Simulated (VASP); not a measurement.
# S (Im-3m) in VASP: a series of runs, part 2 of 2

VASP 6.6.1.

## 3. Single point, PBE

INCAR reads:

```
PREC = Accurate ; ENCUT = 520
EDIFF = 1E-6 ; ISMEAR = -1
SIGMA = 0.1 ; LREAL = F
LASPH = T ; NELM = 80
ALGO = Normal ; ISIF = 2
LWAVE = F ; LCHARG = F
GGA = PE ; NBANDS = 9
```

KPOINTS reads:

```
regular mesh
0
Gamma
  17 17 17
```

POSCAR reads:

```
S
1.0
   -1.5166337876      1.5166337876      1.5166337876
    1.5166337876     -1.5166337876      1.5166337876
    1.5166337876      1.5166337876     -1.5166337876
S
1
Direct
    0.0000000000      0.0000000000      0.0000000000
```

Potentials or basis: VASP PAW PBE potentials, release 64 (S).

Run with:

```bash
> cat potpaw_PBE.64/S/POTCAR > POTCAR
> mpirun -np 1 vasp_std > vasp.out
```

OUTCAR:

```text
PREC = Accurate
   ENCUT = 520
   EDIFF = 1E-6
   ISMEAR = -1
   LREAL = F
   LASPH = T
   NELM = 80
   ISIF = 2
   GGA = PE

 ion  position               nearest neighbor table
   1  0.000  0.000  0.000-

  LATTYP: Found a body centered cubic cell.
 ALAT       =     3.0332675752

  Lattice vectors:

 A1 = (  -1.5166337876,   1.5166337876,   1.5166337876)
 A2 = (   1.5166337876,  -1.5166337876,   1.5166337876)
 A3 = (   1.5166337876,   1.5166337876,  -1.5166337876)

Analysis of symmetry for initial positions (statically):
=====================================================================
 Subroutine PRICEL returns:
 Original cell was already a primitive cell.

 Routine SETGRP: Setting up the symmetry group for a
 body centered cubic supercell.

 Subroutine GETGRP returns: Found 48 space group operations
 (whereof 48 operations were pure point group operations)
 out of a pool of 48 trial point group operations.

The static configuration has the point symmetry O_h .

Analysis of symmetry for dynamics (positions and initial velocities):
=====================================================================
 Subroutine PRICEL returns:
 Original cell was already a primitive cell.

 Routine SETGRP: Setting up the symmetry group for a
 body centered cubic supercell.

 Subroutine GETGRP returns: Found 48 space group operations
 (whereof 48 operations were pure point group operations)
 out of a pool of 48 trial point group operations.

The dynamic configuration has the point symmetry O_h .

 Subroutine INISYM returns: Found 48 space group operations
 (whereof 48 operations are pure point group operations),
 and found     1 'primitive' translations

----------------------------------------------------------------------------------------

                                     Primitive cell

  volume of cell :      13.9541

  direct lattice vectors                    reciprocal lattice vectors
    -1.516633788  1.516633788  1.516633788     0.000000000  0.329677477  0.329677477
     1.516633788 -1.516633788  1.516633788     0.329677477  0.000000000  0.329677477
     1.516633788  1.516633788 -1.516633788     0.329677477  0.329677477  0.000000000

  length of vectors
     2.626886777  2.626886777  2.626886777     0.466234359  0.466234359  0.466234359

  position of ions in fractional coordinates (direct lattice)
     0.000000000  0.000000000  0.000000000

  ion indices of the primitive-cell ions
   primitive index   ion index
                 1           1

----------------------------------------------------------------------------------------

 KPOINTS: regular mesh

Automatic generation of k-mesh.
 Grid dimensions read from file:
 generate k-points for:   17   17   17

 Generating k-lattice:

  Cartesian coordinates                     Fractional coordinates (reciprocal lattice)
     0.000000000  0.019392793  0.019392793     0.058823529  0.000000000  0.000000000
     0.019392793  0.000000000  0.019392793     0.000000000  0.058823529  0.000000000
     0.019392793  0.019392793  0.000000000     0.000000000  0.000000000  0.058823529

  Length of vectors
     0.027425551  0.027425551  0.027425551

  Shift w.r.t. Gamma in fractional coordinates (k-lattice)
     0.000000000  0.000000000  0.000000000

 Subroutine IBZKPT returns following result:
 ===========================================

 Found    165 irreducible k-points:

 Following reciprocal coordinates:
            Coordinates               Weight
  0.000000  0.000000  0.000000      1.000000
  0.058824  0.000000  0.000000     12.000000
  0.117647  0.000000  0.000000     12.000000
  0.176471  0.000000  0.000000     12.000000
  0.235294  0.000000  0.000000     12.000000
  0.294118  0.000000  0.000000     12.000000
[... 16 lines left out ...]
  0.411765  0.117647  0.000000     48.000000
  0.176471  0.176471  0.000000     24.000000
 [... further k-points ...]
   k-points           NKPTS =    165   k-points in BZ     NKDIM =    165   number of bands    NBANDS=      9
   number of dos      NEDOS =    301   number of ions     NIONS =      1
   total plane-waves  NPLWV =   8000
   dimension x,y,z NGX =    20 NGY =   20 NGZ =   20
   dimension x,y,z NGXF=    40 NGYF=   40 NGZF=   40
   ions per type =               1
   NGX,Y,Z   is equivalent  to a cutoff of  12.66, 12.66, 12.66 a.u.
   NGXF,Y,Z  is equivalent  to a cutoff of  25.31, 25.31, 25.31 a.u.
 SYSTEM =  unknown system
   PREC   = accura    normal or accurate (medium, high low for compatibility)
   ISTART =      0    job   : 0-new  1-cont  2-samecut
   ICHARG =      2    charge: 1-file 2-atom 10-const
   ISPIN  =      1    spin polarized calculation?
   LNONCOLLINEAR =      F non collinear calculations
   LSORBIT =      F    spin-orbit coupling
   LASPH  =      T    aspherical Exc in radial PAW
   ENCUT  =  520.0 eV  38.22 Ry    6.18 a.u.   4.88  4.88  4.88*2*pi/ulx,y,z
   NELM   =     80;   NELMIN=  2; NELMDL= -5     # of ELM steps
   EDIFF  = 0.1E-05   stopping-criterion for ELM
   LREAL  =      F    real-space projection
   EDIFFG = 0.1E-04   stopping-criterion for IOM
   NSW    =      0    number of steps for IOM
   IBRION =     -1    ionic relax: 0-MD 1-quasi-New 2-CG
   NFREE  =      0    steps in history (QN), initial steepest desc. (CG)
   ISIF   =      2    stress and relaxation
   ISYM   =      2    0-nonsym 1-usesym 2-fastsym
   POTIM  = 0.5000    time-step for ionic-motion
   TEBEG  =    0.0;   TEEND  =   0.0 temperature during run
   PSTRESS=    0.0 pullay stress
   NELECT =       6.0000    total number of electrons
   NUPDOWN=      -1.0000    fix difference up-down
   EMIN   =  10.00;   EMAX   =-10.00  energy-range for DOS
   EFERMI =   0.00;   METHOD = LEGACY
   ISMEAR =    -1;   SIGMA  =   0.10  broadening in eV -4-tet -1-fermi 0-gaus
   EFERMI_NEDOS =   21; number of points for ismear=-14 and -15
   IALGO  =     38    algorithm
   IMIX   =      4    mixing-type and parameters
     AMIX     =   0.40;   BMIX     =  1.00
     AMIX_MAG =   1.60;   BMIX_MAG =  1.00
  volume/ion in A,a.u.               =      13.95        94.17
  Fermi-wavevector in a.u.,A,eV,Ry     =   1.235638  2.335017 20.773386  1.526801
  Thomas-Fermi vector in A             =   2.370279
   LORBIT       =      0    0 simple, 1 ext, 2 COOP (PROOUT), +10 PAW based schemes
   GGA     = PE    functional components
   LHFCALC =     F    Hartree Fock is set to
   AEXX    =    0.0000 exact exchange contribution
   IVDW    =     0    specifies the selected vdW correction
   LEPSILON=     F    determine dielectric tensor
   LRPA    =     F    only Hartree local field effects (RPA)
 non-spin polarized calculation
  energy-cutoff  :      520.00
  volume of cell :       13.95
 maximum number of plane-waves:       386
   NGX =  9   NGY =  9   NGZ =  9

 number of electron       5.9999999 magnetization

 Free energy of the ion-electron system (eV)
  ---------------------------------------------------
  ext. energy  EPLUGINS =         0.00000000
  ---------------------------------------------------
  free energy    TOTEN  =        -2.94894678 eV

  energy without entropy =       -2.93041466  energy(sigma->0) =       -2.93968072

 E-fermi :   9.5915     XC(G=0): -11.7744

 val. band max:        9.5702263057   @ k =  -0.4118   0.4118   0.0588
 cond. band min:       9.5987479288   @ k =  -0.2353   0.2353   0.1765
 fundamental gap:      0.0285216231
 Fermi energy:         9.5915402476

 k-point     1 :       0.0000    0.0000    0.0000
  band No.  band energies     occupation
      1      -8.6723      2.00000
      2      13.3454      0.00000
      3      13.3454      0.00000
      4      13.3454      0.00000
      5      21.8790      0.00000
      6      21.8790      0.00000
      7      21.8790      0.00000
      8      25.9296      0.00000
      9      25.9296      0.00000

 k-point     2 :       0.0588    0.0000    0.0000
  band No.  band energies     occupation
      1      -8.5738      2.00000
      2      12.8443      0.00000
      3      13.1265      0.00000
      4      13.3097      0.00000
      5      21.6126      0.00000
      6      21.8683      0.00000
      7      22.2823      0.00000
      8      25.3463      0.00000
      9      25.8391      0.00000
[... 253 lines left out ...]
 k-point    24 :       0.1765    0.1765    0.0000
  band No.  band energies     occupation
      1      -6.0962      2.00000
      2       6.4144      2.00000
      3       9.0040      1.99440
      4      11.7871      0.00000
      5      19.2813      0.00000
      6      20.8030      0.00000
      7      24.8077      0.00000
      8      25.9351      0.00000
      9      28.9695      0.00000

 [... further k-points ...]

------------------------ aborting loop because EDIFF is reached ----------------------------------------

  FORCE on cell =-STRESS in cart. coord.  units (eV):
  Direction    XX          YY          ZZ          XY          YZ          ZX
  --------------------------------------------------------------------------------------
  -------------------------------------------------------------------------------------
  Total        1.1060208      1.1060208      1.1060208      0.0000000      0.0000000     -0.0000000
  in kB      126.9906341    126.9906341    126.9906341      0.0000000      0.0000000     -0.0000000
  external PRESSURE =     126.9906341 kB  Pullay stress =       0.0000000 kB

 VOLUME and BASIS-vectors are now :
 -----------------------------------------------------------------------------
  energy-cutoff  :      520.00
  volume of cell :       13.95
      direct lattice vectors                 reciprocal lattice vectors
    -1.516633788  1.516633788  1.516633788     0.000000000  0.329677477  0.329677477
     1.516633788 -1.516633788  1.516633788     0.329677477  0.000000000  0.329677477
     1.516633788  1.516633788 -1.516633788     0.329677477  0.329677477  0.000000000

 POSITION                                       TOTAL-FORCE (eV/Angst)
 -----------------------------------------------------------------------------------
      0.00000      0.00000      0.00000        -0.000000      0.000000     -0.000000
 -----------------------------------------------------------------------------------
    total drift:                                0.000000      0.000000     -0.000000

  FREE ENERGIE OF THE ION-ELECTRON SYSTEM (eV)
  ---------------------------------------------------
  free  energy   TOTEN  =        -2.9489467847 eV

  energy  without entropy=       -2.9304146600  energy(sigma->0) =       -2.93968072
```

stdout:

```text
POSCAR found type information on POSCAR S
 POSCAR found :  1 types and       1 ions
 scaLAPACK will be used
 LDA part: xc-table for (Slater+PW92), standard interpolation
 POSCAR, INCAR and KPOINTS ok, starting setup
 FFT: planning ... GRIDC
 FFT: planning ... GRID_SOFT
 FFT: planning ... GRID
 WAVECAR not read
 entering main loop
```

It took 9.8 s on 1 thread of Intel Xeon Platinum 8488C (Sapphire Rapids), shared host; peak memory 0.13 GiB.

What came out:

```yaml
Free_energy: -2.9489 eV
Pressure: 12.7 GPa
Band_gap_on_the_k_mesh: zero (band 3 reaches 13.35 eV, above the bottom of band 4 at 4.96 eV)
```

## 4. Relaxation of cell and atoms, PBE, target pressure 13 GPa, at which the enthalpy is minimised

INCAR reads:

```
ALGO = Normal
EDIFF = 1E-7
EDIFFG = -0.005
ENCUT = 600
GGA = PE
IBRION = 2
ISIF = 3
ISMEAR = -1
LASPH = True
LCHARG = False
LREAL = False
LWAVE = False
NELM = 80
NSW = 32
PREC = Accurate
PSTRESS = 130.0
SIGMA = 0.1
```

KPOINTS reads:

```
k-points
0
Gamma
  17 17 17
```

POSCAR reads:

```
S
1.0
   -1.5163859287      1.5163859287      1.5163859287
    1.5163859287     -1.5163859287      1.5163859287
    1.5163859287      1.5163859287     -1.5163859287
S
1
Direct
    0.0000000000      0.0000000000      0.0000000000
```

Potentials or basis: VASP PAW PBE potentials, release 64 (S).

Run with:

```bash
> cat potpaw_PBE.64/S/POTCAR > POTCAR
> mpirun -np 1 vasp_std > vasp.out
```

OUTCAR:

```text
EDIFF = 1E-7
   EDIFFG = -0.005
   ENCUT = 600
   GGA = PE
   IBRION = 2
   ISIF = 3
   ISMEAR = -1
   LASPH = True
   LREAL = False
   NELM = 80
   NSW = 32
   PREC = Accurate
   PSTRESS = 130.0

 ion  position               nearest neighbor table
   1  0.000  0.000  0.000-

  LATTYP: Found a body centered cubic cell.
 ALAT       =     3.0327718574

  Lattice vectors:

 A1 = (  -1.5163859287,   1.5163859287,   1.5163859287)
 A2 = (   1.5163859287,  -1.5163859287,   1.5163859287)
 A3 = (   1.5163859287,   1.5163859287,  -1.5163859287)

Analysis of symmetry for initial positions (statically):
[... 252 lines left out ...]
  free energy    TOTEN  =        -2.94708740 eV

  energy without entropy =       -2.92862416  energy(sigma->0) =       -2.93785578

 E-fermi :   9.6232     XC(G=0): -11.7839

 val. band max:        9.6030738040   @ k =  -0.4118   0.4118   0.0588
 cond. band min:       9.6303003248   @ k =  -0.2353   0.2353   0.1765
 fundamental gap:      0.0272265208
 Fermi energy:         9.6232350187

 k-point     1 :       0.0000    0.0000    0.0000
  band No.  band energies     occupation
      1      -8.6631      2.00000
      2      13.3893      0.00000
      3      13.3893      0.00000
      4      13.3893      0.00000
      5      21.9111      0.00000
      6      21.9111      0.00000
      7      21.9111      0.00000
[... 221 lines left out ...]
 k-point    24 :       0.1765    0.1765    0.0000
  band No.  band energies     occupation
      1      -6.0817      2.00000
      2       6.4442      2.00000
      3       9.0323      1.99459
      4      11.8248      0.00000
      5      19.3138      0.00000
      6      20.8397      0.00000
      7      24.8458      0.00000

 [... further k-points ...]

------------------------ aborting loop because EDIFF is reached ----------------------------------------

  FORCE on cell =-STRESS in cart. coord.  units (eV):
  Direction    XX          YY          ZZ          XY          YZ          ZX
  --------------------------------------------------------------------------------------
  -------------------------------------------------------------------------------------
  Total        1.1304142      1.1304142      1.1304142     -0.0000000     -0.0000000      0.0000000
  in kB      130.0448023    130.0448023    130.0448023     -0.0000000     -0.0000000      0.0000000
  external PRESSURE =       0.0448023 kB  Pullay stress =     130.0000000 kB
[... 20 lines left out ...]
  energy  without entropy=       -2.9286241645  energy(sigma->0) =       -2.93785578

  enthalpy is  TOTEN    =        -1.8170626928 eV   P V=        1.1300247092

 reached required accuracy - stopping structural energy minimisation
```

CONTCAR:

```text
S
   1.00000000000000
    -1.5156481469900696    1.5156481469900696    1.5156481469900696
     1.5156481469900696   -1.5156481469900696    1.5156481469900696
     1.5156481469900696    1.5156481469900696   -1.5156481469900696
  S
     1
Direct
     0.0000000000000000    0.0000000000000000    0.0000000000000000

  0.00000000E+00  0.00000000E+00  0.00000000E+00
```

It took 18 s on 1 thread of Intel Xeon Platinum 8488C (Sapphire Rapids), shared host; peak memory 0.13 GiB.

Results:

- Free energy: -2.9471 eV
- Relaxed volume: 13.93 Å³/atom
- Relaxed cell: a = 2.625 Å, b = 2.625 Å, c = 2.625 Å, α = 109.47°, β = 109.47°, γ = 109.47°
- Space group after relaxing (to 0.05 Å): Im-3m (No. 229)
- Energy change on relaxing (the enthalpy is what falls): +1.6 meV/atom
- Ionic steps: 3
- Pressure after relaxing: 13.0 GPa
- Band gap on the k mesh: zero (band 3 reaches 13.39 eV, above the bottom of band 4 at 4.98 eV)

Step by step:
| step | energy change (eV) | largest force (eV/Å) | pressure (GPa) | volume (Å³) |
| --- | --- | --- | --- | --- |
| 1 | 0.0000 | 0.0000 | 12.81 | 13.95 |
| 2 | 0.0027 | 0.0000 | 13.13 | 13.91 |
| 3 | 0.0016 | 0.0000 | 13.00 | 13.93 |

Final structure:
```yaml
crystal:
  lattice:
    - [-1.51565, 1.51565, 1.51565]
    - [1.51565, -1.51565, 1.51565]
    - [1.51565, 1.51565, -1.51565]
  atoms:
    - { symbol: S, position: [0.00000, 0.00000, 0.00000] }
```

Levels at points of the mesh, in eV from the Fermi level:
| k point | band 1 | band 2 | band 3 | band 4 | band 5 | band 6 | band 7 |
| --- | --- | --- | --- | --- | --- | --- | --- |
| (0.00, 0.00, 0.00) | -18.29 | 3.77 | 3.77 | 3.77 | 12.29 | 12.29 | 12.29 |

Caveat: the cell is relaxed towards a set pressure, so the enthalpy falls and the energy may rise.

## 5. Summary

| task | cell | cutoff (eV) | gap on the mesh (eV) | pressure (GPa) |
| --- | --- | --- | --- | --- |
| single point | a = 2.626 Å, angles 109.5°, 1 atom | 520 | none | 12.8 |
| single point | a = 2.627 Å, angles 109.5°, 1 atom | 520 | none | 12.7 |
| relaxation of cell and atoms | relaxed to 13 GPa from a = 2.626 Å, angles 109.5°, 1 atom | 600 | none | 13.0 |

Alike in all rows: level PBE; potentials or basis VASP PAW PBE potentials, release 64 (S); no spin polarisation; k mesh 17 × 17 × 17; smearing fermi-dirac 0.1 eV.

Caveats: the cell is relaxed towards a set pressure, so the enthalpy falls and the energy may rise (some runs).

Absolute energies hang on the potentials; compare differences alone.
